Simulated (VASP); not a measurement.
# CoSi (Pm-3m) in VASP: a series of runs

Runs on CoSi. Level: PBE. Tasks: density of states.

All numbers are computed with VASP 6.6.1; they aren't measurements. Logs are shortened: lines on timing, memory, paths and dates and some standing lists are left out, and cuts for length are marked.

### Step 1. The cell of the first run

It takes space group Pm-3m (No. 221, cubic). The conventional cell has a = 2.781 Å, b = 2.781 Å, c = 2.781 Å, α = 90.00°, β = 90.00°, γ = 90.00°. Within 3.2 Å of Co (site symmetry m-3m) lie 8 Si at 2.41 Å and 6 Co at 2.78 Å. Within 3.2 Å of Si (site symmetry m-3m) lie 8 Co at 2.41 Å and 6 Si at 2.78 Å.

### Step 2. Density of states, PBE

The input, POSCAR:

```
CoSi
1.0
    2.7813340000      0.0000000000      0.0000000000
    0.0000000000      2.7813340000      0.0000000000
    0.0000000000      0.0000000000      2.7813340000
Co Si
1 1
Direct
    0.0000000000      0.0000000000      0.0000000000
    0.5000000000      0.5000000000      0.5000000000
```

The input, INCAR.step1:

```
  PREC = Accurate
  ENCUT = 520
  EDIFF = 1E-6
  ISMEAR = -1
  SIGMA = 0.03
  LREAL = F
  LASPH = T
  NELM = 80
  ALGO = Normal
  ISIF = 2
  LWAVE = F
  LCHARG = T
  LMAXMIX = 4
  GGA = PE
  NBANDS = 14
```

The input, KPOINTS.step1:

```
Automatic mesh
0
Gamma
  14 14 14
```

The input, INCAR.step2:

```
  PREC = Accurate
  ENCUT = 520
  EDIFF = 1E-6
  ISMEAR = -5
  SIGMA = 0.03
  LREAL = F
  LASPH = T
  NELM = 80
  ALGO = Normal
  ISIF = 2
  LWAVE = F
  LCHARG = F
  LMAXMIX = 4
  GGA = PE
  LORBIT = 11
  NEDOS = 2001
  ICHARG = 11
```

The input, KPOINTS.step2:

```
Automatic mesh
0
Gamma
  21 21 21
```

Potentials or basis: VASP PAW PBE potentials, release 64 (Co, Si).

On the command line:

```
> cat potpaw_PBE.64/Co/POTCAR potpaw_PBE.64/Si/POTCAR > POTCAR
> cp INCAR.step1 INCAR
> cp KPOINTS.step1 KPOINTS
> mpirun -np 1 vasp_std > vasp.out
> cp INCAR.step2 INCAR
> cp KPOINTS.step2 KPOINTS
> mpirun -np 1 vasp_std > vasp.out
```

OUTCAR:

```text
PREC = Accurate
   ENCUT = 520
   EDIFF = 1E-6
   ISMEAR = -5
   LREAL = F
   LASPH = T
   NELM = 80
   ISIF = 2
   GGA = PE
   LORBIT = 11
   ICHARG = 11

 ion  position               nearest neighbor table
   1  0.000  0.000  0.000-   2 2.41   2 2.41   2 2.41   2 2.41   2 2.41   2 2.41   2 2.41   2 2.41

   2  0.500  0.500  0.500-   1 2.41   1 2.41   1 2.41   1 2.41   1 2.41   1 2.41   1 2.41   1 2.41

  LATTYP: Found a simple cubic cell.
 ALAT       =     2.7813340000

  Lattice vectors:

 A1 = (   2.7813340000,   0.0000000000,   0.0000000000)
 A2 = (   0.0000000000,   2.7813340000,   0.0000000000)
 A3 = (   0.0000000000,   0.0000000000,   2.7813340000)

Analysis of symmetry for initial positions (statically):
=====================================================================
 Subroutine PRICEL returns:
 Original cell was already a primitive cell.

 Routine SETGRP: Setting up the symmetry group for a
 simple cubic supercell.

 Subroutine GETGRP returns: Found 48 space group operations
 (whereof 48 operations were pure point group operations)
 out of a pool of 48 trial point group operations.

The static configuration has the point symmetry O_h .

Analysis of symmetry for dynamics (positions and initial velocities):
=====================================================================
 Subroutine PRICEL returns:
 Original cell was already a primitive cell.

 Routine SETGRP: Setting up the symmetry group for a
 simple cubic supercell.

 Subroutine GETGRP returns: Found 48 space group operations
 (whereof 48 operations were pure point group operations)
 out of a pool of 48 trial point group operations.

The dynamic configuration has the point symmetry O_h .

 Subroutine INISYM returns: Found 48 space group operations
 (whereof 48 operations are pure point group operations),
 and found     1 'primitive' translations

----------------------------------------------------------------------------------------

                                     Primitive cell

  volume of cell :      21.5159

  direct lattice vectors                    reciprocal lattice vectors
     2.781334000  0.000000000  0.000000000     0.359539703  0.000000000  0.000000000
     0.000000000  2.781334000  0.000000000     0.000000000  0.359539703  0.000000000
     0.000000000  0.000000000  2.781334000     0.000000000  0.000000000  0.359539703

  length of vectors
     2.781334000  2.781334000  2.781334000     0.359539703  0.359539703  0.359539703

  position of ions in fractional coordinates (direct lattice)
     0.000000000  0.000000000  0.000000000
     0.500000000  0.500000000  0.500000000

  ion indices of the primitive-cell ions
   primitive index   ion index
                 1           1
                 2           2

----------------------------------------------------------------------------------------

 KPOINTS: Automatic mesh

Automatic generation of k-mesh.
 Grid dimensions read from file:
 generate k-points for:   21   21   21

 Generating k-lattice:

  Cartesian coordinates                     Fractional coordinates (reciprocal lattice)
     0.017120938  0.000000000  0.000000000     0.047619048  0.000000000  0.000000000
     0.000000000  0.017120938  0.000000000     0.000000000  0.047619048  0.000000000
     0.000000000  0.000000000  0.017120938     0.000000000  0.000000000  0.047619048

  Length of vectors
     0.017120938  0.017120938  0.017120938

  Shift w.r.t. Gamma in fractional coordinates (k-lattice)
     0.000000000  0.000000000  0.000000000

 TETIRR: Found   4601 inequivalent tetrahedra from    55566

 Subroutine IBZKPT returns following result:
 ===========================================

 Found    286 irreducible k-points:

 Following reciprocal coordinates:
            Coordinates               Weight
  0.000000  0.000000  0.000000      1.000000
  0.047619  0.000000  0.000000      6.000000
  0.095238  0.000000  0.000000      6.000000
  0.142857  0.000000  0.000000      6.000000
  0.190476  0.000000  0.000000      6.000000
  0.238095  0.000000  0.000000      6.000000
[... 16 lines left out ...]
  0.142857  0.095238  0.000000     24.000000
  0.190476  0.095238  0.000000     24.000000
 [... further k-points ...]
   k-points           NKPTS =    286   k-points in BZ     NKDIM =    286   number of bands    NBANDS=     10
   number of dos      NEDOS =   2001   number of ions     NIONS =      2
   total plane-waves  NPLWV =  13824
   dimension x,y,z NGX =    24 NGY =   24 NGZ =   24
   dimension x,y,z NGXF=    48 NGYF=   48 NGZF=   48
   ions per type =               1   1
   NGX,Y,Z   is equivalent  to a cutoff of  14.35, 14.35, 14.35 a.u.
   NGXF,Y,Z  is equivalent  to a cutoff of  28.69, 28.69, 28.69 a.u.
 SYSTEM =  unknown system
   PREC   = accura    normal or accurate (medium, high low for compatibility)
   ISTART =      0    job   : 0-new  1-cont  2-samecut
   ICHARG =     11    charge: 1-file 2-atom 10-const
   ISPIN  =      1    spin polarized calculation?
   LNONCOLLINEAR =      F non collinear calculations
   LSORBIT =      F    spin-orbit coupling
   LASPH  =      T    aspherical Exc in radial PAW
   ENCUT  =  520.0 eV  38.22 Ry    6.18 a.u.   5.17  5.17  5.17*2*pi/ulx,y,z
   NELM   =     80;   NELMIN=  2; NELMDL=  0     # of ELM steps
   EDIFF  = 0.1E-05   stopping-criterion for ELM
   LREAL  =      F    real-space projection
   EDIFFG = 0.1E-04   stopping-criterion for IOM
   NSW    =      0    number of steps for IOM
   IBRION =     -1    ionic relax: 0-MD 1-quasi-New 2-CG
   NFREE  =      0    steps in history (QN), initial steepest desc. (CG)
   ISIF   =      2    stress and relaxation
   ISYM   =      2    0-nonsym 1-usesym 2-fastsym
   POTIM  = 0.5000    time-step for ionic-motion
   TEBEG  =    0.0;   TEEND  =   0.0 temperature during run
   PSTRESS=    0.0 pullay stress
   NELECT =      13.0000    total number of electrons
   NUPDOWN=      -1.0000    fix difference up-down
   EMIN   =  10.00;   EMAX   =-10.00  energy-range for DOS
   EFERMI =   0.00;   METHOD = LEGACY
   ISMEAR =    -5;   SIGMA  =   0.03  broadening in eV -4-tet -1-fermi 0-gaus
   EFERMI_NEDOS =   21; number of points for ismear=-14 and -15
   IALGO  =     38    algorithm
   IMIX   =      4    mixing-type and parameters
     AMIX     =   0.40;   BMIX     =  1.00
     AMIX_MAG =   1.60;   BMIX_MAG =  1.00
  volume/ion in A,a.u.               =      10.76        72.60
  Fermi-wavevector in a.u.,A,eV,Ry     =   1.384000  2.615381 26.061367  1.915456
  Thomas-Fermi vector in A             =   2.508545
   LORBIT       =     11    0 simple, 1 ext, 2 COOP (PROOUT), +10 PAW based schemes
   GGA     = PE    functional components
   LHFCALC =     F    Hartree Fock is set to
   AEXX    =    0.0000 exact exchange contribution
   IVDW    =     0    specifies the selected vdW correction
   LEPSILON=     F    determine dielectric tensor
   LRPA    =     F    only Hartree local field effects (RPA)
 non-spin polarized calculation
 Fermi weights with tetrahedron method with Bloechl corrections
  energy-cutoff  :      520.00
  volume of cell :       21.52
 maximum number of plane-waves:       597
 NGX is ok and might be reduce to    24

 number of electron      13.0000003 magnetization

 Free energy of the ion-electron system (eV)
  ---------------------------------------------------
  ext. energy  EPLUGINS =         0.00000000
  ---------------------------------------------------
  free energy    TOTEN  =       -13.26174472 eV

  energy without entropy =      -13.26174472  energy(sigma->0) =      -13.26174472

 E-fermi :  12.7238     XC(G=0): -12.9407

 val. band max:       12.7189801411   @ k =   0.4286   0.2381   0.1905
 cond. band min:      12.7170979355   @ k =   0.4286   0.3810   0.3810
 fundamental gap:     -0.0018822055
 Fermi energy:        12.7237657340

 k-point     1 :       0.0000    0.0000    0.0000
  band No.  band energies     occupation
      1      -1.4149      2.00000
      2       9.0595      2.00000
      3       9.0595      2.00000
      4      11.5298      2.00000
      5      11.5298      2.00000
      6      11.5298      2.00000
      7      15.8228      0.00000
      8      15.8228      0.00000
      9      15.8228      0.00000
     10      20.4080      0.00000

 k-point     2 :       0.0476    0.0000    0.0000
  band No.  band energies     occupation
      1      -1.3712      2.00000
      2       9.0339      2.00000
      3       9.0752      2.00000
      4      11.4878      2.00000
      5      11.4878      2.00000
      6      11.5332      2.00000
      7      15.5167      0.00000
      8      15.9021      0.00000
      9      15.9021      0.00000
     10      20.3926      0.00000

 k-point     3 :       0.0952    0.0000    0.0000
  band No.  band energies     occupation
      1      -1.2405      2.00000
      2       8.9443      2.00000
      3       9.1212      2.00000
      4      11.3715      2.00000
      5      11.3715      2.00000
      6      11.5430      2.00000
      7      14.8163      0.00000
      8      16.1301      0.00000
      9      16.1301      0.00000
     10      20.3435      0.00000
[... 248 lines left out ...]
 k-point    23 :       0.1429    0.0952    0.0000
  band No.  band energies     occupation
      1      -0.8523      2.00000
      2       8.8035      2.00000
      3       9.1248      2.00000
      4      11.0117      2.00000
      5      11.1958      2.00000
      6      11.4501      2.00000
      7      14.2539      0.00000
      8      15.4405      0.00000
      9      16.7558      0.00000
     10      20.8250      0.00000

 k-point    24 :       0.1905    0.0952    0.0000
  band No.  band energies     occupation
      1      -0.5538      2.00000
      2       8.4846      2.00000
      3       9.2149      2.00000
      4      10.8234      2.00000
      5      11.0225      2.00000
      6      11.4660      2.00000
      7      13.5721      0.00000
      8      15.8169      0.00000
      9      17.1907      0.00000
     10      20.8011      0.00000

 [... further k-points ...]

------------------------ aborting loop because EDIFF is reached ----------------------------------------

  FORCE on cell =-STRESS in cart. coord.  units (eV):
  Direction    XX          YY          ZZ          XY          YZ          ZX
  --------------------------------------------------------------------------------------
  -------------------------------------------------------------------------------------
  Total        0.2287382      0.2287382      0.2287382      0.0000000     -0.0000000      0.0000000
  in kB       17.0329475     17.0329475     17.0329475      0.0000000     -0.0000000      0.0000000
  external PRESSURE =      17.0329475 kB  Pullay stress =       0.0000000 kB

 VOLUME and BASIS-vectors are now :
 -----------------------------------------------------------------------------
  energy-cutoff  :      520.00
  volume of cell :       21.52
      direct lattice vectors                 reciprocal lattice vectors
     2.781334000  0.000000000  0.000000000     0.359539703  0.000000000  0.000000000
     0.000000000  2.781334000  0.000000000     0.000000000  0.359539703  0.000000000
     0.000000000  0.000000000  2.781334000     0.000000000  0.000000000  0.359539703

 POSITION                                       TOTAL-FORCE (eV/Angst)
 -----------------------------------------------------------------------------------
      0.00000      0.00000      0.00000         0.000000      0.000000      0.000000
      1.39067      1.39067      1.39067         0.000000      0.000000      0.000000
 -----------------------------------------------------------------------------------
    total drift:                                0.000000      0.000000      0.000000

  FREE ENERGIE OF THE ION-ELECTRON SYSTEM (eV)
  ---------------------------------------------------
  free  energy   TOTEN  =       -13.2617447158 eV

  energy  without entropy=      -13.2617447158  energy(sigma->0) =      -13.26174472

 total charge

# of ion       s       p       d       tot
------------------------------------------
    1        0.439   0.579   7.605   8.622
    2        0.707   0.861   0.000   1.567
--------------------------------------------------
tot          1.146   1.440   7.605  10.190
```

It took 29 s on 1 thread of Intel Xeon Platinum 8559C (Emerald Rapids), shared host; peak memory 0.19 GiB.

Results:

```
Valence electrons inside the program's atomic spheres : Co 8.62; Si 1.57
```

Levels at points of the mesh, in eV from the Fermi level:
```csv
k point,band 2,band 3,band 4,band 5,band 6,band 7,band 8,band 9,band 10
"(0.00, 0.00, 0.00)",-3.66,-3.66,-1.19,-1.19,-1.19,3.10,3.10,3.10,7.68
```

Caveat: tetrahedron occupations give inexact forces and stress in metals.

(Part 1 of 2 ends here.)
